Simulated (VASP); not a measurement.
# Hf (I4/mmm) in VASP: further runs

The runs below take Hf through single point, with PBEsol.

Program: VASP 6.6.1. These are calculated values, not measurements. Logs are shortened: lines on timing, memory, paths and dates and some standing lists are left out, and cuts for length are marked.

**1. The cell of the first run**

It takes space group I4/mmm (No. 139, tetragonal). The conventional cell has a = 3.610 Å, b = 3.610 Å, c = 3.772 Å, α = 90.00°, β = 90.00°, γ = 90.00°. Within 4.2 Å of Hf (site symmetry 4/mmm) lie 14 Hf at 3.17 to 3.77 Å.

**2. Single point, PBEsol (strain +0.0450 x Voigt [1, 0, 0, 0, 0, 0])**

INCAR reads:

```
SYSTEM = Hf
PREC     = Accurate       ! precision mode
ENCUT    = 520            ! plane-wave cutoff, eV
EDIFF    = 1E-6           ! SCF threshold, eV
ISMEAR   = 0              ! smearing method
SIGMA    = 0.15           ! smearing width, eV
LREAL    = .FALSE.        ! projectors in reciprocal space
LASPH    = .TRUE.         ! aspherical terms in the spheres
NELM     = 80             ! most SCF steps
ALGO     = Fast           ! electronic algorithm
ISIF     = 2              ! what is computed and relaxed
LWAVE    = .FALSE.        ! write WAVECAR
LCHARG   = .FALSE.        ! write CHGCAR
GGA      = PS             ! functional
NBANDS   = 11             ! bands
```

KPOINTS reads:

```
Automatic mesh
0
G
  18 18 18
  0 0 0
```

POSCAR reads:

```
Hf
1.0
   -1.8862250000      1.8050000000      1.8050000000
    1.8862250000     -1.8050000000      1.8050000000
    1.8862250000      1.8050000000     -1.8050000000
Hf
1
Direct
    0.0000000000      0.0000000000      0.0000000000
```

Potentials or basis: VASP PAW PBE potentials, release 64 (Hf_pv).

Launch:

```console
$ cat potpaw_PBE.64/Hf_pv/POTCAR > POTCAR
$ mpirun -np 1 vasp_std > vasp.out
```

OUTCAR:

```text
SYSTEM = Hf
   PREC = Accurate
   ENCUT = 520
   EDIFF = 1E-6
   ISMEAR = 0
   LREAL = .FALSE.
   LASPH = .TRUE.
   NELM = 80
   ISIF = 2
   GGA = PS

 ion  position               nearest neighbor table
   1  0.000  0.000  0.000-

  LATTYP: Found a body centered tetragonal cell.
 ALAT       =     3.6100000000
 C/A-ratio  =     1.0450000000

  Lattice vectors:

 A1 = (  -1.8862250000,   1.8050000000,  -1.8050000000)
 A2 = (  -1.8862250000,  -1.8050000000,   1.8050000000)
 A3 = (   1.8862250000,   1.8050000000,   1.8050000000)

Analysis of symmetry for initial positions (statically):
=====================================================================
 Subroutine PRICEL returns:
 Original cell was already a primitive cell.

 Routine SETGRP: Setting up the symmetry group for a
 body centered tetragonal supercell.

 Subroutine GETGRP returns: Found 16 space group operations
 (whereof 16 operations were pure point group operations)
 out of a pool of 16 trial point group operations.

The static configuration has the point symmetry D_4h.

Analysis of symmetry for dynamics (positions and initial velocities):
=====================================================================
 Subroutine PRICEL returns:
 Original cell was already a primitive cell.

 Routine SETGRP: Setting up the symmetry group for a
 body centered tetragonal supercell.

 Subroutine GETGRP returns: Found 16 space group operations
 (whereof 16 operations were pure point group operations)
 out of a pool of 16 trial point group operations.

The dynamic configuration has the point symmetry D_4h.

 Subroutine INISYM returns: Found 16 space group operations
 (whereof 16 operations are pure point group operations),
 and found     1 'primitive' translations

----------------------------------------------------------------------------------------

                                     Primitive cell

  volume of cell :      24.5815

  direct lattice vectors                    reciprocal lattice vectors
    -1.886225000  1.805000000  1.805000000     0.000000000  0.277008310  0.277008310
     1.886225000 -1.805000000  1.805000000     0.265079723  0.000000000  0.277008310
     1.886225000  1.805000000 -1.805000000     0.265079723  0.277008310  0.000000000

  length of vectors
     3.173939941  3.173939941  3.173939941     0.391748909  0.383406916  0.383406916

  position of ions in fractional coordinates (direct lattice)
     0.000000000  0.000000000  0.000000000

  ion indices of the primitive-cell ions
   primitive index   ion index
                 1           1
[... 80 lines left out ...]
   POTIM  = 0.5000    time-step for ionic-motion
   TEBEG  =    0.0;   TEEND  =   0.0 temperature during run
   PSTRESS=    0.0 pullay stress
   NELECT =      10.0000    total number of electrons
   NUPDOWN=      -1.0000    fix difference up-down
   EMIN   =  10.00;   EMAX   =-10.00  energy-range for DOS
   EFERMI =   0.00;   METHOD = LEGACY
   ISMEAR =     0;   SIGMA  =   0.15  broadening in eV -4-tet -1-fermi 0-gaus
   EFERMI_NEDOS =   21; number of points for ismear=-14 and -15
   IALGO  =     68    algorithm
   IMIX   =      4    mixing-type and parameters
     AMIX     =   0.40;   BMIX     =  1.00
     AMIX_MAG =   1.60;   BMIX_MAG =  1.00
  volume/ion in A,a.u.               =      24.58       165.88
  Fermi-wavevector in a.u.,A,eV,Ry     =   1.213032  2.292298 20.020241  1.471446
  Thomas-Fermi vector in A             =   2.348497
   LORBIT       =      0    0 simple, 1 ext, 2 COOP (PROOUT), +10 PAW based schemes
   GGA     = PS    functional components
   LHFCALC =     F    Hartree Fock is set to
   AEXX    =    0.0000 exact exchange contribution
   IVDW    =     0    specifies the selected vdW correction
   LEPSILON=     F    determine dielectric tensor
   LRPA    =     F    only Hartree local field effects (RPA)
 non-spin polarized calculation
 RMM-DIIS sequential band-by-band and
 Gauss-broadening in eV      SIGMA  =   0.15
  energy-cutoff  :      520.00
  volume of cell :       24.58
 maximum number of plane-waves:       684
   NGX = 11   NGY = 11   NGZ = 11

 number of electron      10.0000000 magnetization

 Free energy of the ion-electron system (eV)
  ---------------------------------------------------
  ext. energy  EPLUGINS =         0.00000000
  ---------------------------------------------------
  free energy    TOTEN  =       -10.20533309 eV

  energy without entropy =      -10.17938813  energy(sigma->0) =      -10.19236061

 E-fermi :   3.8250     XC(G=0): -10.9693

 val. band max:        3.8229951371   @ k =   0.2778   0.1111   0.0556
 cond. band min:       3.8278225955   @ k =   0.0556   0.2778   0.0556
 fundamental gap:      0.0048274584
 Fermi energy:         3.8250228214

 k-point     1 :       0.0000    0.0000    0.0000
  band No.  band energies     occupation
      1     -26.3453      2.00000
      2     -26.3453      2.00000
      3     -26.3450      2.00000
      4      -2.9220      2.00000
      5       5.1089      0.00000
      6       5.1089      0.00000
      7       5.5293      0.00000
      8       7.4589      0.00000
      9       8.0309      0.00000
     10      16.2798      0.00000
     11      16.9120      0.00000
[... 309 lines left out ...]
 k-point    24 :       0.2222    0.1111   -0.0000
  band No.  band energies     occupation
      1     -26.7163      2.00000
      2     -26.4708      2.00000
      3     -26.3776      2.00000
      4      -0.4286      2.00000
      5       3.8214      1.02707
      6       4.1389      0.00309
      7       7.2086      0.00000
      8       7.9019      0.00000
      9       8.2827      0.00000
     10      15.8679      0.00000
     11      17.2128      0.00000

 [... further k-points ...]

------------------------ aborting loop because EDIFF is reached ----------------------------------------

  FORCE on cell =-STRESS in cart. coord.  units (eV):
  Direction    XX          YY          ZZ          XY          YZ          ZX
  --------------------------------------------------------------------------------------
  -------------------------------------------------------------------------------------
  Total       -1.6780343     -1.9880550     -1.9880550      0.0000000      0.0000000      0.0000000
  in kB     -109.3713332   -129.5779441   -129.5779441      0.0000000      0.0000000      0.0000000
  external PRESSURE =    -122.8424071 kB  Pullay stress =       0.0000000 kB

 VOLUME and BASIS-vectors are now :
 -----------------------------------------------------------------------------
  energy-cutoff  :      520.00
  volume of cell :       24.58
      direct lattice vectors                 reciprocal lattice vectors
    -1.886225000  1.805000000  1.805000000     0.000000000  0.277008310  0.277008310
     1.886225000 -1.805000000  1.805000000     0.265079723  0.000000000  0.277008310
     1.886225000  1.805000000 -1.805000000     0.265079723  0.277008310  0.000000000

 POSITION                                       TOTAL-FORCE (eV/Angst)
 -----------------------------------------------------------------------------------
      0.00000      0.00000      0.00000         0.000000      0.000000     -0.000000
 -----------------------------------------------------------------------------------
    total drift:                                0.000000     -0.000000     -0.000000

  FREE ENERGIE OF THE ION-ELECTRON SYSTEM (eV)
  ---------------------------------------------------
  free  energy   TOTEN  =       -10.2053330908 eV

  energy  without entropy=      -10.1793881301  energy(sigma->0) =      -10.19236061
```

OSZICAR:

```text
N       E                     dE             d eps       ncg     rms          rms(c)
DAV:   1     0.115800038084E+02    0.11580E+02   -0.57080E+03 10648   0.829E+02
DAV:   2    -0.102061074903E+02   -0.21786E+02   -0.21093E+02 13438   0.151E+02
DAV:   3    -0.106586580852E+02   -0.45255E+00   -0.44626E+00 13243   0.147E+01
DAV:   4    -0.106607919626E+02   -0.21339E-02   -0.21333E-02 11966   0.121E+00
DAV:   5    -0.106608064325E+02   -0.14470E-04   -0.14470E-04 13375   0.881E-02    0.437E+01
RMM:   6    -0.103124146145E+02    0.34839E+00   -0.23400E-01 10767   0.310E+00    0.242E+01
RMM:   7    -0.102086407091E+02    0.10377E+00   -0.39749E-01 11733   0.418E+00    0.109E+00
RMM:   8    -0.102050344617E+02    0.36062E-02   -0.26839E-02 11683   0.132E+00    0.486E-01
RMM:   9    -0.102052953841E+02   -0.26092E-03   -0.43348E-03 13926   0.513E-01    0.132E-01
RMM:  10    -0.102053660922E+02   -0.70708E-04   -0.70436E-04 14680   0.202E-01    0.169E-01
RMM:  11    -0.102053672844E+02   -0.11922E-05   -0.10319E-04 14744   0.832E-02    0.236E-01
RMM:  12    -0.102054015058E+02   -0.34221E-04   -0.76519E-05 12243   0.806E-02    0.763E-01
RMM:  13    -0.102057668376E+02   -0.36533E-03   -0.49000E-04 17454   0.174E-01    0.172E+00
RMM:  14    -0.102053660240E+02    0.40081E-03   -0.54365E-04 17665   0.180E-01    0.498E-01
RMM:  15    -0.102053325055E+02    0.33519E-04   -0.14313E-04 13646   0.963E-02    0.229E-02
RMM:  16    -0.102053330908E+02   -0.58531E-06   -0.56820E-06 11632   0.189E-02
   1 F= -.10205333E+02 E0= -.10192361E+02  d E =-.259450E-01
```

It took 72 s on 1 thread of AMD EPYC 9R45 (Zen 5), shared host; peak memory 0.21 GiB.

What came out:

```
Free energy            : -10.2053 eV
Pressure               : -12.3 GPa
Band gap on the k mesh : zero (bands 5 and 6 overlap by 2.02 eV)
```

Levels at points of the mesh, in eV from the Fermi level:
```csv
k point,band 1,band 2,band 3,band 4,band 5,band 6,band 7,band 8,band 9,band 10
"(0.00, 0.00, 0.00)",-30.17,-30.17,-30.17,-6.75,1.28,1.28,1.70,3.63,4.21,12.45
"(0.50, 0.00, 0.00)",-30.76,-30.38,-30.19,-3.07,-0.67,0.93,4.09,4.82,6.84,9.00
"(0.00, 0.50, 0.00)",-30.77,-30.36,-30.17,-3.15,-0.22,0.69,3.45,4.62,6.73,8.84
"(0.50, 0.50, 0.50)",-30.63,-30.58,-30.58,-2.26,-2.15,5.87,5.98,6.12,6.12,6.84
```

Caveat: the cell differs from its parent crystal (strain +0.0450 x Voigt [1, 0, 0, 0, 0, 0]); the cell stands under tension; the PAW data sets were made with another functional, which shifts forces and pressure a little; spin-orbit coupling is left out, which moves the levels of the heavy elements.

**3. Single point, PBEsol (strain +0.0525 x Voigt [1, 0, 0, 0, 0, 0])**

INCAR reads:

```
PREC = Accurate
ENCUT = 520
EDIFF = 1E-6
ISMEAR = 0
SIGMA = 0.15
LREAL = False
LASPH = True
NELM = 60
ALGO = Normal
ISIF = 2
LWAVE = False
LCHARG = False
GGA = PS
NBANDS = 11
```

KPOINTS reads:

```
regular mesh
0
Gamma
  18 18 18
```

POSCAR reads:

```
Hf
1.0
   -1.8997625000      1.8050000000      1.8050000000
    1.8997625000     -1.8050000000      1.8050000000
    1.8997625000      1.8050000000     -1.8050000000
Hf
1
Direct
    0.0000000000      0.0000000000      0.0000000000
```

Potentials or basis: VASP PAW PBE potentials, release 64 (Hf_pv).

Launch:

```console
$ cat potpaw_PBE.64/Hf_pv/POTCAR > POTCAR
$ mpirun -np 1 vasp_std > vasp.out
```

OUTCAR:

```text
PREC = Accurate
   ENCUT = 520
   EDIFF = 1E-6
   ISMEAR = 0
   LREAL = False
   LASPH = True
   NELM = 60
   ISIF = 2
   GGA = PS

 ion  position               nearest neighbor table
   1  0.000  0.000  0.000-

  LATTYP: Found a body centered tetragonal cell.
 ALAT       =     3.6100000000
 C/A-ratio  =     1.0525000000

  Lattice vectors:

 A1 = (  -1.8997625000,   1.8050000000,  -1.8050000000)
 A2 = (  -1.8997625000,  -1.8050000000,   1.8050000000)
 A3 = (   1.8997625000,   1.8050000000,   1.8050000000)

Analysis of symmetry for initial positions (statically):
=====================================================================
 Subroutine PRICEL returns:
 Original cell was already a primitive cell.

 Routine SETGRP: Setting up the symmetry group for a
 body centered tetragonal supercell.

 Subroutine GETGRP returns: Found 16 space group operations
 (whereof 16 operations were pure point group operations)
 out of a pool of 16 trial point group operations.

The static configuration has the point symmetry D_4h.

Analysis of symmetry for dynamics (positions and initial velocities):
=====================================================================
 Subroutine PRICEL returns:
 Original cell was already a primitive cell.

 Routine SETGRP: Setting up the symmetry group for a
 body centered tetragonal supercell.

 Subroutine GETGRP returns: Found 16 space group operations
 (whereof 16 operations were pure point group operations)
 out of a pool of 16 trial point group operations.

The dynamic configuration has the point symmetry D_4h.

 Subroutine INISYM returns: Found 16 space group operations
 (whereof 16 operations are pure point group operations),
 and found     1 'primitive' translations

----------------------------------------------------------------------------------------

                                     Primitive cell

  volume of cell :      24.7579

[... 110 lines left out ...]
   LORBIT       =      0    0 simple, 1 ext, 2 COOP (PROOUT), +10 PAW based schemes
   GGA     = PS    functional components
   LHFCALC =     F    Hartree Fock is set to
   AEXX    =    0.0000 exact exchange contribution
   IVDW    =     0    specifies the selected vdW correction
   LEPSILON=     F    determine dielectric tensor
   LRPA    =     F    only Hartree local field effects (RPA)
 non-spin polarized calculation
 Gauss-broadening in eV      SIGMA  =   0.15
  energy-cutoff  :      520.00
  volume of cell :       24.76
 maximum number of plane-waves:       695
   NGX = 11   NGY = 11   NGZ = 11

 number of electron      10.0000000 magnetization

 Free energy of the ion-electron system (eV)
  ---------------------------------------------------
  ext. energy  EPLUGINS =         0.00000000
  ---------------------------------------------------
  free energy    TOTEN  =       -10.19320897 eV

  energy without entropy =      -10.16687179  energy(sigma->0) =      -10.18004038

 E-fermi :   3.7841     XC(G=0): -10.9380

 val. band max:        3.7834794817   @ k =  -0.4444   0.5000   0.0556
 cond. band min:       3.7854327919   @ k =   0.3889  -0.3333   0.0556
 fundamental gap:      0.0019533101
 Fermi energy:         3.7840596199

 k-point     1 :       0.0000    0.0000    0.0000
  band No.  band energies     occupation
      1     -26.4197      2.00000
      2     -26.4197      2.00000
      3     -26.4191      2.00000
      4      -2.9424      2.00000
      5       5.0414      0.00000
      6       5.0414      0.00000
      7       5.5232      0.00000
      8       7.3405      0.00000
      9       7.9941      0.00000
     10      16.1443      0.00000
     11      16.6215      0.00000
[... 309 lines left out ...]
 k-point    24 :       0.2222    0.1111    0.0000
  band No.  band energies     occupation
      1     -26.7811      2.00000
      2     -26.5425      2.00000
      3     -26.4525      2.00000
      4      -0.4552      2.00000
      5       3.7545      1.21939
      6       4.1094      0.00216
      7       7.1519      0.00000
      8       7.8182      0.00000
      9       8.2212      0.00000
     10      15.7698      0.00000
     11      16.6172      0.00000

 [... further k-points ...]

------------------------ aborting loop because EDIFF is reached ----------------------------------------

  FORCE on cell =-STRESS in cart. coord.  units (eV):
  Direction    XX          YY          ZZ          XY          YZ          ZX
  --------------------------------------------------------------------------------------
  -------------------------------------------------------------------------------------
  Total       -1.7201870     -2.0827663     -2.0827663     -0.0000000      0.0000000      0.0000000
  in kB     -111.3198286   -134.7837133   -134.7837133     -0.0000000      0.0000000      0.0000000
  external PRESSURE =    -126.9624184 kB  Pullay stress =       0.0000000 kB

 VOLUME and BASIS-vectors are now :
 -----------------------------------------------------------------------------
  energy-cutoff  :      520.00
  volume of cell :       24.76
      direct lattice vectors                 reciprocal lattice vectors
    -1.899762500  1.805000000  1.805000000     0.000000000  0.277008310  0.277008310
     1.899762500 -1.805000000  1.805000000     0.263190794  0.000000000  0.277008310
     1.899762500  1.805000000 -1.805000000     0.263190794  0.277008310  0.000000000

 POSITION                                       TOTAL-FORCE (eV/Angst)
 -----------------------------------------------------------------------------------
      0.00000      0.00000      0.00000        -0.000000      0.000000      0.000000
 -----------------------------------------------------------------------------------
    total drift:                               -0.000000      0.000000      0.000000

  FREE ENERGIE OF THE ION-ELECTRON SYSTEM (eV)
  ---------------------------------------------------
  free  energy   TOTEN  =       -10.1932089743 eV

  energy  without entropy=      -10.1668717914  energy(sigma->0) =      -10.18004038
```

OSZICAR:

```text
N       E                     dE             d eps       ncg     rms          rms(c)
DAV:   1     0.114015734446E+02    0.11402E+02   -0.56684E+03 10648   0.829E+02
DAV:   2    -0.101744364973E+02   -0.21576E+02   -0.20925E+02 13350   0.150E+02
DAV:   3    -0.106531280984E+02   -0.47869E+00   -0.47060E+00 13229   0.150E+01
DAV:   4    -0.106554948659E+02   -0.23668E-02   -0.23658E-02 12182   0.126E+00
DAV:   5    -0.106555112946E+02   -0.16429E-04   -0.16428E-04 13205   0.911E-02    0.436E+01
DAV:   6    -0.103035054833E+02    0.35201E+00   -0.30661E-01 11757   0.386E+00    0.247E+01
DAV:   7    -0.101979558435E+02    0.10555E+00   -0.37420E-01 12129   0.410E+00    0.104E+00
DAV:   8    -0.101932549421E+02    0.47009E-02   -0.25448E-02 11676   0.114E+00    0.224E-01
DAV:   9    -0.101932051180E+02    0.49824E-04   -0.43674E-04 12871   0.180E-01    0.540E-02
DAV:  10    -0.101932094993E+02   -0.43813E-05   -0.28174E-05 13058   0.392E-02    0.287E-02
DAV:  11    -0.101932089743E+02    0.52507E-06   -0.37140E-06 12669   0.141E-02
   1 F= -.10193209E+02 E0= -.10180040E+02  d E =-.263372E-01
```

stdout:

```text
POSCAR found type information on POSCAR Hf
 POSCAR found :  1 types and       1 ions
 scaLAPACK will be used
 -----------------------------------------------------------------------------
|                                                                             |
|                                                                             |
|     You enforced a specific xc type in the INCAR file but a different       |
|     I HOPE YOU KNOW WHAT YOU ARE DOING!                                     |
|                                                                             |
 -----------------------------------------------------------------------------

 LDA part: xc-table for (Slater+PW92), standard interpolation
 POSCAR, INCAR and KPOINTS ok, starting setup
 FFT: planning ... GRIDC
 FFT: planning ... GRID_SOFT
 FFT: planning ... GRID
 WAVECAR not read
 entering main loop
```

Run time: 44 s. Hardware: 1 thread of AMD EPYC 9R45 (Zen 5), shared host; peak memory 0.21 GiB.

What came out:

```
Free energy            : -10.1932 eV
Pressure               : -12.7 GPa
Band gap on the k mesh : zero (bands 5 and 6 overlap by 2.01 eV)
```

Levels at points of the mesh, in eV from the Fermi level:
```csv
k point,band 1,band 2,band 3,band 4,band 5,band 6,band 7,band 8,band 9,band 10
"(0.00, 0.00, 0.00)",-30.20,-30.20,-30.20,-6.73,1.26,1.26,1.74,3.56,4.21,12.36
"(0.50, 0.00, 0.00)",-30.78,-30.41,-30.22,-3.05,-0.70,0.93,4.11,4.81,6.78,8.92
"(0.00, 0.50, 0.00)",-30.79,-30.39,-30.20,-3.14,-0.19,0.66,3.37,4.60,6.65,8.73
"(0.50, 0.50, 0.50)",-30.66,-30.60,-30.60,-2.25,-2.12,5.71,5.91,6.07,6.07,6.83
```

Caveat: the cell differs from its parent crystal (strain +0.0525 x Voigt [1, 0, 0, 0, 0, 0]); the cell stands under tension; the PAW data sets were made with another functional, which shifts forces and pressure a little; spin-orbit coupling is left out, which moves the levels of the heavy elements.
